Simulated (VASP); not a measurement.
Input of a VASP 6.6.1 run:

Contents of INCAR:

```
SYSTEM = WS2
PREC = Accurate
ENCUT = 520
EDIFF = 1E-6
ISMEAR = 0
SIGMA = 0.01
LREAL = .False.
LASPH = .True.
NELM = 100
ALGO = Normal
ISIF = 2
LWAVE = .False.
LCHARG = .False.
GGA = PE
IVDW = 12
NBANDS = 35
```

Contents of KPOINTS:

```
regular mesh
0
Gamma
  12 12 3
  0 0 0
```

Contents of POSCAR:

```
WS2
1.0
    3.1540839481      0.0000000000      0.0000000000
   -1.5770419740      2.7315168247      0.0000000000
    0.0000000000      0.0000000000     12.1401688169
W S
2 4
Direct
    0.3333333333      0.6666666667      0.2500000000
    0.6666666667      0.3333333333      0.7500000000
    0.3333333333      0.6666666667      0.6202872808
    0.6666666667      0.3333333333      0.1202872808
    0.3333333333      0.6666666667      0.8797127192
    0.6666666667      0.3333333333      0.3797127192
```

Potentials or basis: VASP PAW PBE potentials, release 64 (W_sv, S).

The run is started by

```bash
$ cat potpaw_PBE.64/W_sv/POTCAR potpaw_PBE.64/S/POTCAR > POTCAR
$ mpirun -np 1 vasp_std > vasp.out
```

Task: Predict the dispersion energy per atom.

Result: -0.435 eV.

Task: Estimate the band gap on the k mesh.

Result: 0.91 eV (least direct gap 1.83 eV).

Caveat: spin-orbit coupling is left out, which moves the levels of the heavy elements. A k mesh can miss the band edges.
